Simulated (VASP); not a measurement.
# Pd (Pm-3n) in VASP: further runs

The runs below take Pd through single point, with PBEsol.

Program: VASP 6.6.1. These are calculated values, not measurements. Logs are shortened: lines on timing, memory, paths and dates and some standing lists are left out, and cuts for length are marked.

### 1 The cell of the first run

It takes space group Pm-3n (No. 223, cubic). The conventional cell has a = 4.931 Å, b = 4.931 Å, c = 4.931 Å, α = 90.00°, β = 90.00°, γ = 90.00°. Within 3.6 Å of Pd (site symmetry m-3) lie 12 Pd at 2.76 Å. Pd (site symmetry -4m2) has 14 Pd at 2.47 to 3.02 Å within 3.3 Å.

### 2 Single point, PBEsol

Contents of INCAR:

```
SYSTEM = Pd
  PREC = Accurate
  ENCUT = 520
  EDIFF = 1E-7
  ISMEAR = -1
  SIGMA = 0.1
  LREAL = .False.
  LASPH = .True.
  NELM = 100
  ALGO = Normal
  ISIF = 2
  LWAVE = .False.
  LCHARG = .False.
  GGA = PS
  NBANDS = 50
```

Contents of KPOINTS:

```
Automatic mesh
0
Gamma
  7 7 7
  0 0 0
```

Contents of POSCAR:

```
Pd
1.0
    4.9308530048      0.0000000000      0.0000000000
    0.0000000000      4.9308530048      0.0000000000
    0.0000000000      0.0000000000      4.9308530048
Pd
8
Direct
    1.0000000000      0.0000000000      0.0000000000
    0.5000000000      0.5000000000      0.5000000000
    0.2500000000      1.0000000000      0.5000000000
    0.7500000000      1.0000000000      0.5000000000
    0.5000000000      0.2500000000      1.0000000000
    0.5000000000      0.7500000000      1.0000000000
    0.0000000000      0.5000000000      0.2500000000
    0.0000000000      0.5000000000      0.7500000000
```

Potentials or basis: VASP PAW PBE potentials, release 64 (Pd).

Command:

```console
> cat potpaw_PBE.64/Pd/POTCAR > POTCAR
> mpirun -np 1 vasp_std > vasp.out
```

OUTCAR:

```text
SYSTEM = Pd
   PREC = Accurate
   ENCUT = 520
   EDIFF = 1E-7
   ISMEAR = -1
   LREAL = .False.
   LASPH = .True.
   NELM = 100
   ISIF = 2
   GGA = PS

 ion  position               nearest neighbor table
   1  0.000  0.000  0.000-   3 2.76   4 2.76   5 2.76   6 2.76   7 2.76   8 2.76   3 2.76   4 2.76
                             7 2.76   8 2.76   5 2.76   6 2.76
   2  0.500  0.500  0.500-   3 2.76   4 2.76   5 2.76   6 2.76   7 2.76   8 2.76   5 2.76   6 2.76
                             3 2.76   4 2.76   7 2.76   8 2.76
   3  0.250  0.000  0.500-   4 2.47   4 2.47   1 2.76   1 2.76   2 2.76   2 2.76   8 3.02   5 3.02
                             5 3.02   6 3.02   6 3.02   7 3.02   8 3.02   7 3.02
   4  0.750  0.000  0.500-   3 2.47   3 2.47   1 2.76   1 2.76   2 2.76   2 2.76   8 3.02   5 3.02
                             5 3.02   6 3.02   6 3.02   7 3.02   8 3.02   7 3.02
   5  0.500  0.250  0.000-   6 2.47   6 2.47   1 2.76   2 2.76   2 2.76   1 2.76   8 3.02   4 3.02
                             3 3.02   4 3.02   3 3.02   7 3.02   7 3.02   8 3.02
   6  0.500  0.750  0.000-   5 2.47   5 2.47   1 2.76   2 2.76   2 2.76   1 2.76   8 3.02   4 3.02
                             3 3.02   4 3.02   3 3.02   7 3.02   7 3.02   8 3.02
   7  0.000  0.500  0.250-   8 2.47   8 2.47   1 2.76   2 2.76   1 2.76   2 2.76   3 3.02   4 3.02
                             5 3.02   3 3.02   4 3.02   6 3.02   5 3.02   6 3.02
   8  0.000  0.500  0.750-   7 2.47   7 2.47   1 2.76   2 2.76   1 2.76   2 2.76   3 3.02   4 3.02
                             5 3.02   3 3.02   4 3.02   6 3.02   5 3.02   6 3.02

  LATTYP: Found a simple cubic cell.
 ALAT       =     4.9308530048

  Lattice vectors:

 A1 = (   4.9308530048,   0.0000000000,   0.0000000000)
 A2 = (   0.0000000000,   4.9308530048,   0.0000000000)
 A3 = (   0.0000000000,   0.0000000000,   4.9308530048)

Analysis of symmetry for initial positions (statically):
=====================================================================
 Subroutine PRICEL returns:
 Original cell was already a primitive cell.

 Routine SETGRP: Setting up the symmetry group for a
 simple cubic supercell.

 Subroutine GETGRP returns: Found 48 space group operations
 (whereof 24 operations were pure point group operations)
 out of a pool of 48 trial point group operations.

The static configuration has the point symmetry T_h .
 The point group associated with its full space group is O_h .

Analysis of symmetry for dynamics (positions and initial velocities):
=====================================================================
 Subroutine PRICEL returns:
 Original cell was already a primitive cell.

 Routine SETGRP: Setting up the symmetry group for a
 simple cubic supercell.

 Subroutine GETGRP returns: Found 48 space group operations
 (whereof 24 operations were pure point group operations)
 out of a pool of 48 trial point group operations.

The dynamic configuration has the point symmetry T_h .
 The point group associated with its full space group is O_h .

 Subroutine INISYM returns: Found 48 space group operations
 (whereof 24 operations are pure point group operations),
 and found     1 'primitive' translations

----------------------------------------------------------------------------------------

                                     Primitive cell

  volume of cell :     119.8854

  direct lattice vectors                    reciprocal lattice vectors
     4.930853005  0.000000000  0.000000000     0.202804667  0.000000000  0.000000000
     0.000000000  4.930853005  0.000000000     0.000000000  0.202804667  0.000000000
     0.000000000  0.000000000  4.930853005     0.000000000  0.000000000  0.202804667

  length of vectors
     4.930853005  4.930853005  4.930853005     0.202804667  0.202804667  0.202804667

  position of ions in fractional coordinates (direct lattice)
     0.000000000  0.000000000  0.000000000
     0.500000000  0.500000000  0.500000000
     0.250000000  0.000000000  0.500000000
     0.750000000  0.000000000  0.500000000
     0.500000000  0.250000000  0.000000000
     0.500000000  0.750000000  0.000000000
     0.000000000  0.500000000  0.250000000
     0.000000000  0.500000000  0.750000000

  ion indices of the primitive-cell ions
   primitive index   ion index
                 1           1
                 2           2
                 3           3
                 4           4
                 5           5
                 6           6
                 7           7
                 8           8

----------------------------------------------------------------------------------------

 KPOINTS: Automatic mesh

Automatic generation of k-mesh.
 Grid dimensions read from file:
 generate k-points for:    7    7    7

 Generating k-lattice:

  Cartesian coordinates                     Fractional coordinates (reciprocal lattice)
     0.028972095  0.000000000  0.000000000     0.142857143  0.000000000  0.000000000
     0.000000000  0.028972095  0.000000000     0.000000000  0.142857143  0.000000000
     0.000000000  0.000000000  0.028972095     0.000000000  0.000000000  0.142857143

  Length of vectors
     0.028972095  0.028972095  0.028972095

  Shift w.r.t. Gamma in fractional coordinates (k-lattice)
     0.000000000  0.000000000  0.000000000

 Subroutine IBZKPT returns following result:
 ===========================================

 Found     20 irreducible k-points:

 Following reciprocal coordinates:
            Coordinates               Weight
  0.000000  0.000000  0.000000      1.000000
  0.142857  0.000000  0.000000      6.000000
  0.285714  0.000000  0.000000      6.000000
  0.428571  0.000000  0.000000      6.000000
  0.142857  0.142857  0.000000     12.000000
  0.285714  0.142857  0.000000     24.000000
[... 12 lines left out ...]
  0.428571  0.428571  0.285714     24.000000
  0.428571  0.428571  0.428571      8.000000
   k-points           NKPTS =     20   k-points in BZ     NKDIM =     20   number of bands    NBANDS=     50
   number of dos      NEDOS =    301   number of ions     NIONS =      8
   total plane-waves  NPLWV =  64000
   dimension x,y,z NGX =    40 NGY =   40 NGZ =   40
   dimension x,y,z NGXF=    80 NGYF=   80 NGZF=   80
   ions per type =               8
   NGX,Y,Z   is equivalent  to a cutoff of  13.49, 13.49, 13.49 a.u.
   NGXF,Y,Z  is equivalent  to a cutoff of  26.97, 26.97, 26.97 a.u.
 SYSTEM =  Pd
   PREC   = accura    normal or accurate (medium, high low for compatibility)
   ISTART =      0    job   : 0-new  1-cont  2-samecut
   ICHARG =      2    charge: 1-file 2-atom 10-const
   ISPIN  =      1    spin polarized calculation?
   LNONCOLLINEAR =      F non collinear calculations
   LSORBIT =      F    spin-orbit coupling
   LASPH  =      T    aspherical Exc in radial PAW
   ENCUT  =  520.0 eV  38.22 Ry    6.18 a.u.   9.17  9.17  9.17*2*pi/ulx,y,z
   NELM   =    100;   NELMIN=  2; NELMDL= -5     # of ELM steps
   EDIFF  = 0.1E-06   stopping-criterion for ELM
   LREAL  =      F    real-space projection
   EDIFFG = 0.1E-05   stopping-criterion for IOM
   NSW    =      0    number of steps for IOM
   IBRION =     -1    ionic relax: 0-MD 1-quasi-New 2-CG
   NFREE  =      0    steps in history (QN), initial steepest desc. (CG)
   ISIF   =      2    stress and relaxation
   ISYM   =      2    0-nonsym 1-usesym 2-fastsym
   POTIM  = 0.5000    time-step for ionic-motion
   TEBEG  =    0.0;   TEEND  =   0.0 temperature during run
   PSTRESS=    0.0 pullay stress
   NELECT =      80.0000    total number of electrons
   NUPDOWN=      -1.0000    fix difference up-down
   EMIN   =  10.00;   EMAX   =-10.00  energy-range for DOS
   EFERMI =   0.00;   METHOD = LEGACY
   ISMEAR =    -1;   SIGMA  =   0.10  broadening in eV -4-tet -1-fermi 0-gaus
   EFERMI_NEDOS =   21; number of points for ismear=-14 and -15
   IALGO  =     38    algorithm
   IMIX   =      4    mixing-type and parameters
     AMIX     =   0.40;   BMIX     =  1.00
     AMIX_MAG =   1.60;   BMIX_MAG =  1.00
  volume/ion in A,a.u.               =      14.99       101.13
  Fermi-wavevector in a.u.,A,eV,Ry     =   1.430593  2.703429 27.845635  2.046596
  Thomas-Fermi vector in A             =   2.550421
   LORBIT       =      0    0 simple, 1 ext, 2 COOP (PROOUT), +10 PAW based schemes
   GGA     = PS    functional components
   LHFCALC =     F    Hartree Fock is set to
   AEXX    =    0.0000 exact exchange contribution
   IVDW    =     0    specifies the selected vdW correction
   LEPSILON=     F    determine dielectric tensor
   LRPA    =     F    only Hartree local field effects (RPA)
 non-spin polarized calculation
  energy-cutoff  :      520.00
  volume of cell :      119.89
 maximum number of plane-waves:      3242
 NGX is ok and might be reduce to    40
   NGX = 19   NGY = 19   NGZ = 19

 number of electron      80.0000021 magnetization

 Free energy of the ion-electron system (eV)
  ---------------------------------------------------
  ext. energy  EPLUGINS =         0.00000000
  ---------------------------------------------------
  free energy    TOTEN  =       -46.76257765 eV

  energy without entropy =      -46.34738595  energy(sigma->0) =      -46.55498180

 E-fermi :   9.3902     XC(G=0): -13.2639

 val. band max:        9.3895563151   @ k =   0.2857   0.1429   0.1429
 cond. band min:       9.4170944798   @ k =   0.4286   0.0000   0.0000
 fundamental gap:      0.0275381647
 Fermi energy:         9.3902186686

 k-point     1 :       0.0000    0.0000    0.0000
  band No.  band energies     occupation
      1       2.2382      2.00000
      2       3.9250      2.00000
      3       3.9250      2.00000
      4       4.7113      2.00000
      5       4.8245      2.00000
      6       4.8245      2.00000
[... 42 lines left out ...]
     49      18.6545      0.00000
     50      18.6817      0.00000

 k-point     2 :       0.1429    0.0000    0.0000
  band No.  band energies     occupation
      1       2.3910      2.00000
      2       3.9008      2.00000
      3       4.0546      2.00000
      4       4.6099      2.00000
      5       4.7606      2.00000
      6       4.8522      2.00000
[... 946 lines left out ...]
 k-point    20 :       0.4286    0.4286    0.4286
  band No.  band energies     occupation
      1       4.7252      2.00000
      2       4.7252      2.00000
      3       4.7994      2.00000
      4       4.8634      2.00000
      5       4.8877      2.00000
      6       4.8877      2.00000
[... 42 lines left out ...]
     49      21.6111      0.00000
     50      21.6322      0.00000

------------------------ aborting loop because EDIFF is reached ----------------------------------------

  FORCE on cell =-STRESS in cart. coord.  units (eV):
  Direction    XX          YY          ZZ          XY          YZ          ZX
  --------------------------------------------------------------------------------------
  -------------------------------------------------------------------------------------
  Total       -0.3892204     -0.3892204     -0.3892204      0.0000000      0.0000000      0.0000000
  in kB       -5.2016372     -5.2016372     -5.2016372      0.0000000      0.0000000      0.0000000
  external PRESSURE =      -5.2016372 kB  Pullay stress =       0.0000000 kB

 VOLUME and BASIS-vectors are now :
 -----------------------------------------------------------------------------
  energy-cutoff  :      520.00
  volume of cell :      119.89
      direct lattice vectors                 reciprocal lattice vectors
     4.930853005  0.000000000  0.000000000     0.202804667  0.000000000  0.000000000
     0.000000000  4.930853005  0.000000000     0.000000000  0.202804667  0.000000000
     0.000000000  0.000000000  4.930853005     0.000000000  0.000000000  0.202804667

 POSITION                                       TOTAL-FORCE (eV/Angst)
 -----------------------------------------------------------------------------------
      0.00000      0.00000      0.00000         0.000000      0.000000     -0.000000
      2.46543      2.46543      2.46543         0.000000      0.000000     -0.000000
      1.23271      0.00000      2.46543         0.000000     -0.000000      0.000000
      3.69814      0.00000      2.46543        -0.000000     -0.000000     -0.000000
      2.46543      1.23271      0.00000        -0.000000      0.000000     -0.000000
      2.46543      3.69814      0.00000         0.000000      0.000000      0.000000
      0.00000      2.46543      1.23271         0.000000     -0.000000     -0.000000
      0.00000      2.46543      3.69814         0.000000      0.000000     -0.000000
 -----------------------------------------------------------------------------------
    total drift:                               -0.000000     -0.000000      0.000000

  FREE ENERGIE OF THE ION-ELECTRON SYSTEM (eV)
  ---------------------------------------------------
  free  energy   TOTEN  =       -46.7625776504 eV

  energy  without entropy=      -46.3473859542  energy(sigma->0) =      -46.55498180
```

It took 2.6 min on 1 thread of AMD EPYC 7R43 (Zen 3), shared host; peak memory 0.24 GiB.

What came out:

| Property | Result |
| --- | --- |
| Free energy | -46.7626 eV |
| Pressure | -0.5 GPa |
| Band gap on the k mesh | zero (band 40 reaches 9.43 eV, above the bottom of band 41 at 9.18 eV) |

Caveat: the PAW data sets were made with another functional, which shifts forces and pressure a little.

### 3 Single point, PBEsol, collinear spin, ferromagnetic start

Contents of INCAR:

```
SYSTEM = Pd
ALGO = Normal
EDIFF = 1E-7
ENCUT = 520
GGA = PS
ISIF = 2
ISMEAR = -1
ISPIN = 2
LASPH = .True.
LCHARG = .False.
LMAXMIX = 4
LORBIT = 11
LREAL = .False.
LWAVE = .False.
MAGMOM = 0.5 0.5 0.5 0.5 0.5 0.5 0.5 0.5
NBANDS = 54
NELM = 150
PREC = Accurate
SIGMA = 0.05
```

Contents of KPOINTS:

```
k-points
0
Gamma
  5 5 5
  0 0 0
```

Contents of POSCAR:

```
Pd
1.0
    4.9279210998      0.0000000000      0.0000000000
    0.0000000000      4.9279210998      0.0000000000
    0.0000000000      0.0000000000      4.9279210998
Pd
8
Direct
    0.0000000000      0.0000000000      1.0000000000
    0.5000000000      0.5000000000      0.5000000000
    0.2500000000      0.0000000000      0.5000000000
    0.7500000000      0.0000000000      0.5000000000
    0.5000000000      0.2500000000      1.0000000000
    0.5000000000      0.7500000000      1.0000000000
    1.0000000000      0.5000000000      0.2500000000
    1.0000000000      0.5000000000      0.7500000000
```

Potentials or basis: VASP PAW PBE potentials, release 64 (Pd).

Command:

```console
> cat potpaw_PBE.64/Pd/POTCAR > POTCAR
> mpirun -np 1 vasp_std > vasp.out
```

Run time: 2.7 min. Hardware: 1 thread of Intel Xeon Platinum 8488C (Sapphire Rapids), shared host; peak memory 0.32 GiB.

Results (log left out):

* Free energy: -46.5792 eV
* Pressure: -0.4 GPa
* Band gap on the k mesh: zero (filled and empty bands overlap)
* Net moment: 0.00 μB per cell
* Valence electrons inside the program's atomic spheres: Pd 9.42, 9.44

Levels at points of the mesh, in eV from the Fermi level:
Spin up:
```tsv
k point	band 37	band 38	band 39	band 40	band 41	band 42	band 43	band 44
(0.00, 0.00, 0.00)	-0.23	-0.23	0.06	0.06	0.06	2.46	2.46	2.46
```
Spin down:
```tsv
k point	band 37	band 38	band 39	band 40	band 41	band 42	band 43	band 44
(0.00, 0.00, 0.00)	-0.23	-0.23	0.06	0.06	0.06	2.46	2.46	2.46
```

Caveat: the PAW data sets were made with another functional, which shifts forces and pressure a little.
